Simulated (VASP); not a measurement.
Runs of VASP 6.6.1 on CsSrF3. The structure is that of space group R-3m (No. 166), or close to it. The cells are those of the table. 

```tsv
cell	gap on the mesh (eV)	pressure (GPa)
a = 4.878 Å, angles 101.4°, 5 atoms	5.63	-3.5
a = 4.790 Å, angles 95.9°, 5 atoms	(a)	-3.2
a = 5.095 Å, angles 67.3°, 5 atoms	(c)	-3.2
a = 5.347 Å, angles 60.0°, 5 atoms	1.78	(b)
a = 4.770 Å, angles 87.0°, 5 atoms	6.00	-3.1
```

Alike in all rows: task single point; level LDA; potentials or basis VASP PAW LDA potentials, release 64 (Cs_sv, Sr_sv, F); no spin polarisation; k mesh 6 × 6 × 6; cutoff (eV) 520; smearing gaussian 0.05 eV.

Task: Estimate the missing entries.

Result: (a) 5.90; (b) -1.2; (c) 3.50.

Caveats: spin-orbit coupling is left out, which moves the levels of the heavy elements.

A k mesh can miss the band edges, and the runs leave out spin-orbit coupling on Cs, Sr.
